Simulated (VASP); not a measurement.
# Li16C (a cell with a defect) in VASP: notebook

Runs on Li16C (a cell with a defect). Level: PBE+D3(BJ). Tasks: single point.

All numbers are computed with VASP 6.6.1; they aren't measurements. Logs are shortened: lines on timing, memory, paths and dates and some standing lists are left out, and cuts for length are marked.

## (1) The cell of the first run

The cell holds a defect, 17 atoms: a = 6.980 Å, b = 6.980 Å, c = 6.980 Å, α = 90.00°, β = 90.00°, γ = 90.00°.

## (2) Single point, PBE+D3(BJ)

The input, INCAR:

```
PREC = Accurate ; ENCUT = 520
EDIFF = 1E-6 ; ISMEAR = -1
SIGMA = 0.05 ; LREAL = Auto
LASPH = True ; NELM = 80
ALGO = Normal ; ISIF = 2
LWAVE = False ; LCHARG = False
GGA = PE ; IVDW = 12
NBANDS = 40
```

The input, KPOINTS:

```
Automatic mesh
0
Gamma
  4 4 4
```

The input, POSCAR:

```
Li16C
1.0
    6.9800000000      0.0000000000      0.0000000000
    0.0000000000      6.9800000000      0.0000000000
    0.0000000000      0.0000000000      6.9800000000
Li C
16 1
Direct
    0.0000667622     -0.0164458453      0.0168656160
    0.5001610315     -0.0293869628     -0.0266515759
    0.0000918338      0.4974217765      0.0428984241
    0.0001299427      0.0564736390      0.4287696275
    0.2836351003      0.2372197708      0.2223464183
    0.5001373926      0.5345538682     -0.0057790831
    0.5000997135      0.0229722063      0.5400624642
    0.7166507163      0.2372320917      0.2223627507
    0.0001530086      0.4343759312      0.4158391117
    0.2586578797      0.7738872493      0.2653316619
    0.2141869628      0.2525262178      0.8214313754
    0.5000865330      0.4831573066      0.5197130372
    0.7415421203      0.7738537249      0.2654131805
    0.7859924069      0.2525588825      0.8213078797
    0.2112964183      0.7379989971      0.7200616046
    0.7889500000      0.7379840974      0.7200358166
    0.0001452722      0.2299732092      0.1662634670
```

Potentials or basis: VASP PAW PBE potentials, release 64 (Li_sv, C).

Launch:

```sh
cat potpaw_PBE.64/Li_sv/POTCAR potpaw_PBE.64/C/POTCAR > POTCAR
mpirun -np 1 vasp_std > vasp.out
```

OUTCAR:

```text
PREC = Accurate
   ENCUT = 520
   EDIFF = 1E-6
   ISMEAR = -1
   LREAL = Auto
   LASPH = True
   NELM = 80
   ISIF = 2
   GGA = PE
   IVDW = 12
 IVDW          = 12

 ion  position               nearest neighbor table
   1  0.000  0.984  0.017-  17 2.01
   2  0.500  0.971  0.973-
   3  0.000  0.497  0.043-  17 2.06
   4  0.000  0.056  0.429-  17 2.20
   5  0.284  0.237  0.222-  17 2.02
   6  0.500  0.535  0.994-
   7  0.500  0.023  0.540-
   8  0.717  0.237  0.222-  17 2.02
   9  0.000  0.434  0.416-  17 2.25
  10  0.259  0.774  0.265-
  11  0.214  0.253  0.821-
  12  0.500  0.483  0.520-
  13  0.742  0.774  0.265-
  14  0.786  0.253  0.821-
  15  0.211  0.738  0.720-
  16  0.789  0.738  0.720-
  17  0.000  0.230  0.166-   1 2.01   5 2.02   8 2.02   3 2.06   4 2.20   9 2.25

  LATTYP: Found a simple cubic cell.
 ALAT       =     6.9800000000

  Lattice vectors:

 A1 = (   6.9800000000,   0.0000000000,   0.0000000000)
 A2 = (   0.0000000000,   6.9800000000,   0.0000000000)
 A3 = (   0.0000000000,   0.0000000000,   6.9800000000)

Analysis of symmetry for initial positions (statically):
=====================================================================
 Subroutine PRICEL returns:
 Original cell was already a primitive cell.

 Routine SETGRP: Setting up the symmetry group for a
 simple cubic supercell.

 Subroutine GETGRP returns: Found  1 space group operations
 (whereof  1 operations were pure point group operations)
 out of a pool of 48 trial point group operations.

The static configuration has the point symmetry C_1 .

Analysis of symmetry for dynamics (positions and initial velocities):
=====================================================================
 Subroutine PRICEL returns:
 Original cell was already a primitive cell.

 Routine SETGRP: Setting up the symmetry group for a
 simple cubic supercell.

 Subroutine GETGRP returns: Found  1 space group operations
 (whereof  1 operations were pure point group operations)
 out of a pool of 48 trial point group operations.

The dynamic configuration has the point symmetry C_1 .

 Subroutine INISYM returns: Found  1 space group operations
 (whereof  1 operations are pure point group operations),
 and found     1 'primitive' translations

----------------------------------------------------------------------------------------

                                     Primitive cell

  volume of cell :     340.0684

  direct lattice vectors                    reciprocal lattice vectors
     6.980000000  0.000000000  0.000000000     0.143266476  0.000000000  0.000000000
     0.000000000  6.980000000  0.000000000     0.000000000  0.143266476  0.000000000
     0.000000000  0.000000000  6.980000000     0.000000000  0.000000000  0.143266476

  length of vectors
     6.980000000  6.980000000  6.980000000     0.143266476  0.143266476  0.143266476

  position of ions in fractional coordinates (direct lattice)
     0.000066762  0.983554155  0.016865616
     0.500161031  0.970613037  0.973348424
     0.000091834  0.497421776  0.042898424
     0.000129943  0.056473639  0.428769628
     0.283635100  0.237219771  0.222346418
     0.500137393  0.534553868  0.994220917
[... 9 lines left out ...]
     0.788950000  0.737984097  0.720035817
     0.000145272  0.229973209  0.166263467

  ion indices of the primitive-cell ions
   primitive index   ion index
                 1           1
                 2           2
                 3           3
                 4           4
                 5           5
                 6           6
[... 9 lines left out ...]
                16          16
                17          17

----------------------------------------------------------------------------------------

 KPOINTS: Automatic mesh

Automatic generation of k-mesh.
 Grid dimensions read from file:
 generate k-points for:    4    4    4

 Generating k-lattice:

  Cartesian coordinates                     Fractional coordinates (reciprocal lattice)
     0.035816619  0.000000000  0.000000000     0.250000000  0.000000000  0.000000000
     0.000000000  0.035816619  0.000000000     0.000000000  0.250000000  0.000000000
     0.000000000  0.000000000  0.035816619     0.000000000  0.000000000  0.250000000

  Length of vectors
     0.035816619  0.035816619  0.035816619

  Shift w.r.t. Gamma in fractional coordinates (k-lattice)
     0.000000000  0.000000000  0.000000000

 Subroutine IBZKPT returns following result:
 ===========================================

 Found     36 irreducible k-points:

 Following reciprocal coordinates:
            Coordinates               Weight
  0.000000  0.000000  0.000000      1.000000
  0.250000  0.000000  0.000000      2.000000
  0.000000  0.250000  0.000000      2.000000
  0.000000  0.000000  0.250000      2.000000
  0.500000  0.000000  0.000000      1.000000
  0.000000  0.500000  0.000000      1.000000
[... 16 lines left out ...]
  0.250000  0.250000  0.250000      2.000000
 -0.250000  0.250000  0.250000      2.000000
 [... further k-points ...]
   k-points           NKPTS =     36   k-points in BZ     NKDIM =     36   number of bands    NBANDS=     40
   number of dos      NEDOS =    301   number of ions     NIONS =     17
   total plane-waves  NPLWV = 157464
   dimension x,y,z NGX =    54 NGY =   54 NGZ =   54
   dimension x,y,z NGXF=   108 NGYF=  108 NGZF=  108
   ions per type =              16   1
   NGX,Y,Z   is equivalent  to a cutoff of  12.86, 12.86, 12.86 a.u.
   NGXF,Y,Z  is equivalent  to a cutoff of  25.72, 25.72, 25.72 a.u.
 SYSTEM =  unknown system
   PREC   = accura    normal or accurate (medium, high low for compatibility)
   ISTART =      0    job   : 0-new  1-cont  2-samecut
   ICHARG =      2    charge: 1-file 2-atom 10-const
   ISPIN  =      1    spin polarized calculation?
   LNONCOLLINEAR =      F non collinear calculations
   LSORBIT =      F    spin-orbit coupling
   LASPH  =      T    aspherical Exc in radial PAW
   ENCUT  =  520.0 eV  38.22 Ry    6.18 a.u.  12.98 12.98 12.98*2*pi/ulx,y,z
   NELM   =     80;   NELMIN=  2; NELMDL= -5     # of ELM steps
   EDIFF  = 0.1E-05   stopping-criterion for ELM
   LREAL  =      T    real-space projection
   EDIFFG = 0.1E-04   stopping-criterion for IOM
   NSW    =      0    number of steps for IOM
   IBRION =     -1    ionic relax: 0-MD 1-quasi-New 2-CG
   NFREE  =      0    steps in history (QN), initial steepest desc. (CG)
   ISIF   =      2    stress and relaxation
   ISYM   =      2    0-nonsym 1-usesym 2-fastsym
   POTIM  = 0.5000    time-step for ionic-motion
   TEBEG  =    0.0;   TEEND  =   0.0 temperature during run
   PSTRESS=    0.0 pullay stress
   NELECT =      52.0000    total number of electrons
   NUPDOWN=      -1.0000    fix difference up-down
   EMIN   =  10.00;   EMAX   =-10.00  energy-range for DOS
   EFERMI =   0.00;   METHOD = LEGACY
   ISMEAR =    -1;   SIGMA  =   0.05  broadening in eV -4-tet -1-fermi 0-gaus
   EFERMI_NEDOS =   21; number of points for ismear=-14 and -15
   IALGO  =     38    algorithm
   IMIX   =      4    mixing-type and parameters
     AMIX     =   0.40;   BMIX     =  1.00
     AMIX_MAG =   1.60;   BMIX_MAG =  1.00
  volume/ion in A,a.u.               =      20.00       134.99
  Fermi-wavevector in a.u.,A,eV,Ry     =   0.875428  1.654319 10.427158  0.766374
  Thomas-Fermi vector in A             =   1.995098
   LORBIT       =      0    0 simple, 1 ext, 2 COOP (PROOUT), +10 PAW based schemes
   GGA     = PE    functional components
   LHFCALC =     F    Hartree Fock is set to
   AEXX    =    0.0000 exact exchange contribution
   IVDW    =    12    specifies the selected vdW correction
   LEPSILON=     F    determine dielectric tensor
   LRPA    =     F    only Hartree local field effects (RPA)
 non-spin polarized calculation
  energy-cutoff  :      520.00
  volume of cell :      340.07
 maximum number of plane-waves:      9183
 NGX is ok and might be reduce to    54
   NGX = 25   NGY = 25   NGZ = 25

 number of electron      51.9999987 magnetization

 Free energy of the ion-electron system (eV)
  ---------------------------------------------------
  ext. energy  EPLUGINS =         0.00000000
  ---------------------------------------------------
  free energy    TOTEN  =       -37.88348433 eV

  energy without entropy =      -37.83012440  energy(sigma->0) =      -37.85680437

 E-fermi :   0.4908     XC(G=0):  -7.0356

 val. band max:        0.4893857708   @ k =   0.2500   0.5000   0.5000
 cond. band min:       0.5032655341   @ k =   0.5000   0.2500   0.0000
 fundamental gap:      0.0138797632
 Fermi energy:         0.4907668308

 k-point     1 :       0.0000    0.0000    0.0000
  band No.  band energies     occupation
      1     -46.2759      2.00000
      2     -46.2731      2.00000
      3     -46.2725      2.00000
      4     -46.1966      2.00000
      5     -46.1913      2.00000
      6     -46.1803      2.00000
[... 30 lines left out ...]
     37       3.7945      0.00000
     38       3.9144      0.00000

 k-point     2 :       0.2500    0.0000    0.0000
  band No.  band energies     occupation
      1     -46.2758      2.00000
      2     -46.2731      2.00000
      3     -46.2726      2.00000
      4     -46.1966      2.00000
      5     -46.1913      2.00000
      6     -46.1804      2.00000
[... 30 lines left out ...]
     37       3.7802      0.00000
     38       3.9337      0.00000

 k-point     3 :       0.0000    0.2500    0.0000
  band No.  band energies     occupation
      1     -46.2759      2.00000
      2     -46.2731      2.00000
      3     -46.2726      2.00000
      4     -46.1966      2.00000
      5     -46.1913      2.00000
      6     -46.1804      2.00000
[... 30 lines left out ...]
     37       3.7847      0.00000
[... 781 lines left out ...]
 k-point    23 :       0.2500    0.2500    0.2500
  band No.  band energies     occupation
      1     -46.2758      2.00000
      2     -46.2731      2.00000
      3     -46.2727      2.00000
      4     -46.1966      2.00000
      5     -46.1913      2.00000
      6     -46.1804      2.00000
[... 30 lines left out ...]
     37       4.0667      0.00000
     38       4.3525      0.00000

 k-point    24 :      -0.2500    0.2500    0.2500
  band No.  band energies     occupation
      1     -46.2758      2.00000
      2     -46.2731      2.00000
      3     -46.2727      2.00000
      4     -46.1966      2.00000
      5     -46.1913      2.00000
      6     -46.1804      2.00000
[... 30 lines left out ...]
     37       4.0671      0.00000
     38       4.3523      0.00000

 [... further k-points ...]

 [bands above 38 left out]

------------------------ aborting loop because EDIFF is reached ----------------------------------------

 Edisp (eV)   -2.74338

 E8    (eV) :    -1.1345

  FORCE on cell =-STRESS in cart. coord.  units (eV):
  Direction    XX          YY          ZZ          XY          YZ          ZX
  --------------------------------------------------------------------------------------
  -------------------------------------------------------------------------------------
  Total      -3.88257    -4.50818    -6.67019    -0.00208     0.38399     0.00101
  in kB     -18.29211   -21.23954   -31.42552    -0.00979     1.80911     0.00476
  external pressure =      -23.65 kB  Pullay stress =        0.00 kB

 VOLUME and BASIS-vectors are now :
 -----------------------------------------------------------------------------
  energy-cutoff  :      520.00
  volume of cell :      340.07
      direct lattice vectors                 reciprocal lattice vectors
     6.980000000  0.000000000  0.000000000     0.143266476  0.000000000  0.000000000
     0.000000000  6.980000000  0.000000000     0.000000000  0.143266476  0.000000000
     0.000000000  0.000000000  6.980000000     0.000000000  0.000000000  0.143266476

 POSITION                                       TOTAL-FORCE (eV/Angst)
 -----------------------------------------------------------------------------------
      0.00047      6.86521      0.11772         0.000127     -0.075265      0.036500
      3.49112      6.77488      6.79397         0.000548     -0.024580     -0.016078
      0.00064      3.47200      0.29943        -0.000102      0.039335      0.008157
      0.00091      0.39419      2.99281        -0.000013      0.013111     -0.063505
      1.97977      1.65579      1.55198        -0.000550      0.003719     -0.023137
      3.49096      3.73119      6.93966         0.000011     -0.011619     -0.021979
[... 9 lines left out ...]
      5.50687      5.15113      5.02585         0.010310      0.014134     -0.005041
      0.00101      1.60521      1.16052         0.000608      0.137350     -0.013358
 -----------------------------------------------------------------------------------
    total drift:                               -0.002486     -0.010372     -0.009376

  FREE ENERGIE OF THE ION-ELECTRON SYSTEM (eV)
  ---------------------------------------------------
  free  energy   TOTEN  =       -40.6268621512 eV

  energy  without entropy=      -40.5735022229  energy(sigma->0) =      -40.60018219
```

Run time: 9.7 min. Hardware: 1 thread of Intel Xeon Platinum 8488C (Sapphire Rapids), shared host; peak memory 0.54 GiB.

What came out:

```
Free energy                : -40.6269 eV
Largest force              : 0.138 eV/Å
Band gap on the k mesh     : zero (bands 26 and 27 overlap by 0.21 eV)
Dispersion energy per atom : -0.161 eV
```

Forces on the atoms (eV/Å):
```
Li   0.000 -0.075  0.036
Li   0.001 -0.025 -0.016
Li   0.000  0.039  0.008
Li   0.000  0.013 -0.064
Li  -0.001  0.004 -0.023
Li   0.000 -0.012 -0.022
Li   0.000  0.022  0.014
Li   0.001  0.004 -0.023
Li   0.000  0.018 -0.002
Li   0.050 -0.044  0.010
Li  -0.037 -0.016  0.033
Li   0.000 -0.034  0.029
Li  -0.051 -0.044  0.009
Li   0.037 -0.017  0.033
Li  -0.011  0.014 -0.004
Li   0.010  0.014 -0.005
C    0.001  0.137 -0.013
```

Levels at points of the mesh, in eV from the Fermi level:
```csv
k point,band 22,band 23,band 24,band 25,band 26,band 27,band 28,band 29,band 30,band 31
"(0.00, 0.00, 0.00)",-0.98,-0.95,-0.40,-0.28,-0.15,0.16,0.42,0.52,0.79,1.22
"(0.50, 0.00, 0.00)",-0.98,-0.54,-0.46,-0.43,-0.42,-0.02,0.25,0.26,1.20,1.30
"(0.00, 0.50, 0.00)",-1.14,-0.51,-0.48,-0.45,-0.42,0.24,0.42,0.64,1.33,1.33
"(0.00, 0.00, 0.50)",-1.27,-0.49,-0.40,-0.38,-0.36,0.22,0.59,0.92,0.96,1.18
"(0.50, 0.50, 0.00)",-1.25,-0.78,-0.63,0.02,0.04,0.07,0.18,0.48,0.95,1.28
"(0.00, 0.50, 0.50)",-1.38,-0.73,-0.64,-0.08,0.12,0.18,0.38,0.43,0.68,1.88
"(0.50, 0.00, 0.50)",-1.34,-0.84,-0.60,-0.06,-0.02,0.06,0.35,0.40,0.95,1.84
"(0.50, 0.50, 0.50)",-1.60,-1.53,-1.51,-0.20,-0.11,-0.03,0.71,2.25,2.46,2.47
```

Caveat: the cutoff is under 1.25 times the usual one of these potentials, so pressure, stress and relaxed cells hold a basis-set (Pulay) error.

(Continued in part 2 of 2.)
